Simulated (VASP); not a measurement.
## Ir: single point with PBE

Crystal: Ir.

```
Ir
1.0
    -0.01935    1.93533    1.93533
     1.93533   -0.01935    1.93533
     1.91598    1.91598    0.00000
Ir
1
Direct
  0.00000 0.00000 0.00000
```

This cell differs from its parent crystal: strain -0.0200 x Voigt [0, 0, 0, 0, 0, 1].

- Program: VASP 6.6.1
- Task: single point
- Functional: PBE
- Potentials or basis: VASP PAW PBE potentials, release 64 (Ir)
- Cutoff: 520 eV
- k mesh: 26 × 26 × 26
- Occupations: gaussian, width 0.15 eV
- Spin: no spin polarisation

The pressure is 0.6 GPa and the band gap on the k mesh is zero (an odd number of electrons rules out a gap without spin polarisation).

Stress tensor (GPa, compression positive):
```
0.71 5.18 0.00
5.18 0.71 0.00
0.00 0.00 0.42
```

Levels at points of the mesh, in eV from the Fermi level:
```
           k point  band 2  band 3  band 4  band 5  band 6  band 7
(0.00, 0.00, 0.00)   -3.87   -3.73   -3.57   -1.13   -1.13   14.39
(0.50, 0.00, 0.00)   -3.93   -3.67   -0.77    0.76    0.93    6.89
(0.50, 0.50, 0.00)   -7.06    0.85    1.43    1.44    1.73   10.20
(0.00, 0.00, 0.50)   -3.97   -3.71   -0.57    0.83    0.98    7.20
(0.50, 0.00, 0.50)   -7.05    0.83    1.43    1.45    1.73   10.21
```

It took 2.2 min on 1 thread of Intel(R) Xeon(R) 6975P-C (Granite Rapids), with other jobs on the host, peak memory 0.46 GiB.

Caveat: the cell differs from its parent crystal (strain -0.0200 x Voigt [0, 0, 0, 0, 0, 1]); spin-orbit coupling is left out, which moves the levels of the heavy elements.
